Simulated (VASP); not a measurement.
# Zn (P6_3/mmc) in VASP: notebook

Zn is run at these levels: PBEsol; tasks: single point, relaxation of cell and atoms.

Program: VASP 6.6.1. These are calculated values, not measurements. Logs are shortened: lines on timing, memory, paths and dates and some standing lists are left out, and cuts for length are marked.

### 1 The cell of the first run

Symmetry: P6_3/mmc, No. 194, hexagonal system. The conventional cell has a = 2.675 Å, b = 2.675 Å, c = 4.414 Å, α = 90.00°, β = 90.00°, γ = 120.00°. Within 3.5 Å of Zn (site symmetry -6m2) lie 12 Zn at 2.67 to 2.69 Å.

### 2 Single point, PBEsol

INCAR reads:

```
SYSTEM = Zn
PREC = Accurate
ENCUT = 520
EDIFF = 1E-7
ISMEAR = -1
SIGMA = 0.05
LREAL = .FALSE.
LASPH = .TRUE.
NELM = 80
ALGO = Normal
ISIF = 2
LWAVE = .FALSE.
LCHARG = .FALSE.
GGA = PS
NBANDS = 19
```

KPOINTS reads:

```
Automatic mesh
0
G
  11 11 6
  0 0 0
```

POSCAR reads:

```
Zn
1.0
    2.6748809617      0.0000000000      0.0000000000
   -1.3374404809      2.3165148650      0.0000000000
    0.0000000000      0.0000000000      4.4136626699
Zn
2
Direct
    0.6666666667      0.3333333333      0.7500000000
    0.3333333333      0.6666666667      0.2500000000
```

Potentials or basis: VASP PAW PBE potentials, release 64 (Zn).

On the command line:

```console
cat potpaw_PBE.64/Zn/POTCAR > POTCAR
mpirun -np 1 vasp_std > vasp.out
```

OUTCAR:

```text
SYSTEM = Zn
   PREC = Accurate
   ENCUT = 520
   EDIFF = 1E-7
   ISMEAR = -1
   LREAL = .FALSE.
   LASPH = .TRUE.
   NELM = 80
   ISIF = 2
   GGA = PS

 ion  position               nearest neighbor table
   1  0.667  0.333  0.750-   2 2.69   2 2.69   2 2.69   2 2.69   2 2.69   2 2.69
   2  0.333  0.667  0.250-   1 2.69   1 2.69   1 2.69   1 2.69   1 2.69   1 2.69

  LATTYP: Found a hexagonal cell.
 ALAT       =     2.6748809617
 C/A-ratio  =     1.6500407805

  Lattice vectors:

 A1 = (   2.6748809617,   0.0000000000,   0.0000000000)
 A2 = (  -1.3374404809,   2.3165148650,   0.0000000000)
 A3 = (   0.0000000000,   0.0000000000,   4.4136626699)

Analysis of symmetry for initial positions (statically):
=====================================================================
 Subroutine PRICEL returns:
 Original cell was already a primitive cell.

 Routine SETGRP: Setting up the symmetry group for a
 hexagonal supercell.

 Subroutine GETGRP returns: Found 24 space group operations
 (whereof 12 operations were pure point group operations)
 out of a pool of 24 trial point group operations.

The static configuration has the point symmetry D_3d.
 The point group associated with its full space group is D_6h.

Analysis of symmetry for dynamics (positions and initial velocities):
=====================================================================
 Subroutine PRICEL returns:
 Original cell was already a primitive cell.

 Routine SETGRP: Setting up the symmetry group for a
 hexagonal supercell.

 Subroutine GETGRP returns: Found 24 space group operations
 (whereof 12 operations were pure point group operations)
 out of a pool of 24 trial point group operations.

The dynamic configuration has the point symmetry D_3d.
 The point group associated with its full space group is D_6h.

 Subroutine INISYM returns: Found 24 space group operations
 (whereof 12 operations are pure point group operations),
 and found     1 'primitive' translations

----------------------------------------------------------------------------------------

                                     Primitive cell

  volume of cell :      27.3488

  direct lattice vectors                    reciprocal lattice vectors
     2.674880962  0.000000000  0.000000000     0.373848412  0.215841481  0.000000000
    -1.337440481  2.316514865  0.000000000     0.000000000  0.431682963  0.000000000
     0.000000000  0.000000000  4.413662670     0.000000000  0.000000000  0.226569195

  length of vectors
     2.674880962  2.674880962  4.413662670     0.431682963  0.431682963  0.226569195

  position of ions in fractional coordinates (direct lattice)
     0.666666667  0.333333333  0.750000000
     0.333333333  0.666666667  0.250000000

  ion indices of the primitive-cell ions
   primitive index   ion index
                 1           1
                 2           2

----------------------------------------------------------------------------------------

 KPOINTS: Automatic mesh

Automatic generation of k-mesh.
 Grid dimensions read from file:
 generate k-points for:   11   11    6

 Generating k-lattice:

  Cartesian coordinates                     Fractional coordinates (reciprocal lattice)
     0.033986219  0.019621953  0.000000000     0.090909091  0.000000000  0.000000000
     0.000000000  0.039243906  0.000000000     0.000000000  0.090909091  0.000000000
     0.000000000  0.000000000  0.037761533     0.000000000  0.000000000  0.166666667

  Length of vectors
     0.039243906  0.039243906  0.037761533

  Shift w.r.t. Gamma in fractional coordinates (k-lattice)
     0.000000000  0.000000000  0.000000000

 Subroutine IBZKPT returns following result:
 ===========================================

 Found     64 irreducible k-points:

 Following reciprocal coordinates:
            Coordinates               Weight
  0.000000  0.000000  0.000000      1.000000
  0.090909  0.000000  0.000000      6.000000
  0.181818  0.000000  0.000000      6.000000
  0.272727  0.000000  0.000000      6.000000
  0.363636 -0.000000  0.000000      6.000000
  0.454545  0.000000  0.000000      6.000000
[... 16 lines left out ...]
  0.090909  0.090909  0.166667     12.000000
  0.181818  0.090909  0.166667     24.000000
 [... further k-points ...]
   k-points           NKPTS =     64   k-points in BZ     NKDIM =     64   number of bands    NBANDS=     19
   number of dos      NEDOS =    301   number of ions     NIONS =      2
   total plane-waves  NPLWV =  14400
   dimension x,y,z NGX =    20 NGY =   20 NGZ =   36
   dimension x,y,z NGXF=    40 NGYF=   40 NGZF=   72
   ions per type =               2
   NGX,Y,Z   is equivalent  to a cutoff of  12.43, 12.43, 13.56 a.u.
   NGXF,Y,Z  is equivalent  to a cutoff of  24.86, 24.86, 27.12 a.u.
 SYSTEM =  Zn
   PREC   = accura    normal or accurate (medium, high low for compatibility)
   ISTART =      0    job   : 0-new  1-cont  2-samecut
   ICHARG =      2    charge: 1-file 2-atom 10-const
   ISPIN  =      1    spin polarized calculation?
   LNONCOLLINEAR =      F non collinear calculations
   LSORBIT =      F    spin-orbit coupling
   LASPH  =      T    aspherical Exc in radial PAW
   ENCUT  =  520.0 eV  38.22 Ry    6.18 a.u.   4.97  4.97  8.21*2*pi/ulx,y,z
   NELM   =     80;   NELMIN=  2; NELMDL= -5     # of ELM steps
   EDIFF  = 0.1E-06   stopping-criterion for ELM
   LREAL  =      F    real-space projection
   EDIFFG = 0.1E-05   stopping-criterion for IOM
   NSW    =      0    number of steps for IOM
   IBRION =     -1    ionic relax: 0-MD 1-quasi-New 2-CG
   NFREE  =      0    steps in history (QN), initial steepest desc. (CG)
   ISIF   =      2    stress and relaxation
   ISYM   =      2    0-nonsym 1-usesym 2-fastsym
   POTIM  = 0.5000    time-step for ionic-motion
   TEBEG  =    0.0;   TEEND  =   0.0 temperature during run
   PSTRESS=    0.0 pullay stress
   NELECT =      24.0000    total number of electrons
   NUPDOWN=      -1.0000    fix difference up-down
   EMIN   =  10.00;   EMAX   =-10.00  energy-range for DOS
   EFERMI =   0.00;   METHOD = LEGACY
   ISMEAR =    -1;   SIGMA  =   0.05  broadening in eV -4-tet -1-fermi 0-gaus
   EFERMI_NEDOS =   21; number of points for ismear=-14 and -15
   IALGO  =     38    algorithm
   IMIX   =      4    mixing-type and parameters
     AMIX     =   0.40;   BMIX     =  1.00
     AMIX_MAG =   1.60;   BMIX_MAG =  1.00
  volume/ion in A,a.u.               =      13.67        92.28
  Fermi-wavevector in a.u.,A,eV,Ry     =   1.567349  2.961860 33.423835  2.456583
  Thomas-Fermi vector in A             =   2.669542
   LORBIT       =      0    0 simple, 1 ext, 2 COOP (PROOUT), +10 PAW based schemes
   GGA     = PS    functional components
   LHFCALC =     F    Hartree Fock is set to
   AEXX    =    0.0000 exact exchange contribution
   IVDW    =     0    specifies the selected vdW correction
   LEPSILON=     F    determine dielectric tensor
   LRPA    =     F    only Hartree local field effects (RPA)
 non-spin polarized calculation
  energy-cutoff  :      520.00
  volume of cell :       27.35
 maximum number of plane-waves:       764
 NGX is ok and might be reduce to    20
   NGX =  9   NGY =  9   NGZ = 17

 number of electron      23.9999997 magnetization

 Free energy of the ion-electron system (eV)
  ---------------------------------------------------
  ext. energy  EPLUGINS =         0.00000000
  ---------------------------------------------------
  free energy    TOTEN  =        -3.17898968 eV

  energy without entropy =       -3.17678724  energy(sigma->0) =       -3.17788846

 E-fermi :   3.9071     XC(G=0): -12.2839

 val. band max:        3.8904788178   @ k =   0.4545   0.0000   0.3333
 cond. band min:       4.0436268110   @ k =   0.1818   0.1818   0.0000
 fundamental gap:      0.1531479932
 Fermi energy:         3.9070579473

 k-point     1 :       0.0000    0.0000    0.0000
  band No.  band energies     occupation
      1      -7.5520      2.00000
      2      -5.1574      2.00000
      3      -4.2406      2.00000
      4      -4.1664      2.00000
      5      -4.1664      2.00000
      6      -4.0628      2.00000
[... 11 lines left out ...]
     18      22.0103      0.00000
     19      22.9615      0.00000

 k-point     2 :       0.0909    0.0000    0.0000
  band No.  band energies     occupation
      1      -7.3125      2.00000
      2      -5.0693      2.00000
      3      -4.2831      2.00000
      4      -4.1287      2.00000
      5      -4.1081      2.00000
      6      -4.0795      2.00000
[... 11 lines left out ...]
     18      23.8139      0.00000
     19      23.8997      0.00000

 k-point     3 :       0.1818    0.0000    0.0000
  band No.  band energies     occupation
      1      -6.6218      2.00000
      2      -4.8780      2.00000
      3      -4.3510      2.00000
      4      -4.1498      2.00000
      5      -4.1494      2.00000
      6      -3.9948      2.00000
[... 11 lines left out ...]
     18      20.2687      0.00000
     19      23.7238      0.00000

 k-point     4 :       0.2727    0.0000    0.0000
  band No.  band energies     occupation
      1      -5.6504      2.00000
      2      -4.8116      2.00000
      3      -4.4485      2.00000
      4      -4.2663      2.00000
      5      -4.1497      2.00000
      6      -4.0812      2.00000
[... 11 lines left out ...]
     18      18.3004      0.00000
     19      22.1077      0.00000

 k-point     5 :       0.3636   -0.0000    0.0000
  band No.  band energies     occupation
      1      -5.0485      2.00000
      2      -4.8903      2.00000
      3      -4.6815      2.00000
      4      -4.1543      2.00000
      5      -4.0645      2.00000
      6      -4.0254      2.00000
[... 11 lines left out ...]
     18      17.7046      0.00000
     19      20.8956      0.00000
[... 334 lines left out ...]
      2      -4.8696      2.00000
      3      -4.5735      2.00000
      4      -4.3354      2.00000
      5      -4.1128      2.00000
      6      -4.0267      2.00000
[... 11 lines left out ...]
     18      17.8241      0.00000
     19      19.5336      0.00000

 k-point    22 :       0.4545    0.0000    0.1667
  band No.  band energies     occupation
      1      -5.0518      2.00000
      2      -4.9568      2.00000
      3      -4.6311      2.00000
      4      -4.3380      2.00000
      5      -4.1485      2.00000
      6      -3.9453      2.00000
[... 11 lines left out ...]
     18      17.5375      0.00000
     19      18.9534      0.00000

 k-point    23 :       0.0909    0.0909    0.1667
  band No.  band energies     occupation
      1      -6.6354      2.00000
      2      -4.8997      2.00000
      3      -4.3395      2.00000
      4      -4.1904      2.00000
      5      -4.1749      2.00000
      6      -4.0566      2.00000
[... 11 lines left out ...]
     18      20.2952      0.00000
     19      22.0066      0.00000

 k-point    24 :       0.1818    0.0909    0.1667
  band No.  band energies     occupation
      1      -5.8142      2.00000
      2      -4.7218      2.00000
      3      -4.4140      2.00000
      4      -4.3415      2.00000
      5      -4.2124      2.00000
      6      -4.0528      2.00000
[... 11 lines left out ...]
     18      20.1382      0.00000
     19      21.3168      0.00000

 [... further k-points ...]

------------------------ aborting loop because EDIFF is reached ----------------------------------------

  FORCE on cell =-STRESS in cart. coord.  units (eV):
  Direction    XX          YY          ZZ          XY          YZ          ZX
  --------------------------------------------------------------------------------------
  -------------------------------------------------------------------------------------
  Total        0.4298174      0.4298174      0.4263729     -0.0000000      0.0000000      0.0000000
  in kB       25.1800118     25.1800118     24.9782202     -0.0000000      0.0000000      0.0000000
  external PRESSURE =      25.1127479 kB  Pullay stress =       0.0000000 kB

 VOLUME and BASIS-vectors are now :
 -----------------------------------------------------------------------------
  energy-cutoff  :      520.00
  volume of cell :       27.35
      direct lattice vectors                 reciprocal lattice vectors
     2.674880962  0.000000000  0.000000000     0.373848412  0.215841481  0.000000000
    -1.337440481  2.316514865  0.000000000     0.000000000  0.431682963  0.000000000
     0.000000000  0.000000000  4.413662670     0.000000000  0.000000000  0.226569195

 POSITION                                       TOTAL-FORCE (eV/Angst)
 -----------------------------------------------------------------------------------
      1.33744      0.77217      3.31025        -0.000000     -0.000000      0.000000
     -0.00000      1.54434      1.10342         0.000000      0.000000      0.000000
 -----------------------------------------------------------------------------------
    total drift:                               -0.000000      0.000000      0.000000

  FREE ENERGIE OF THE ION-ELECTRON SYSTEM (eV)
  ---------------------------------------------------
  free  energy   TOTEN  =        -3.1789896804 eV

  energy  without entropy=       -3.1767872370  energy(sigma->0) =       -3.17788846
```

Wall time 49 s (1 thread of Intel Xeon 8259CL, shared host); peak memory 0.15 GiB.

Results:

* Free energy: -3.1790 eV
* Pressure: 2.5 GPa
* Band gap on the k mesh: zero (bands 12 and 13 overlap by 2.91 eV)

Levels at points of the mesh, in eV from the Fermi level:
| k point | band 9 | band 10 | band 11 | band 12 | band 13 | band 14 | band 15 | band 16 |
| --- | --- | --- | --- | --- | --- | --- | --- | --- |
| (0.00, 0.00, 0.00) | -7.80 | -7.37 | -7.37 | -3.67 | -1.57 | 16.15 | 16.15 | 18.08 |
| (0.00, 0.00, 0.50) | -7.51 | -7.51 | -7.51 | -7.51 | 7.37 | 7.37 | 17.87 | 17.87 |

Caveat: the PAW data sets were made with another functional, which shifts forces and pressure a little.

(Continued in part 2 of 2.)
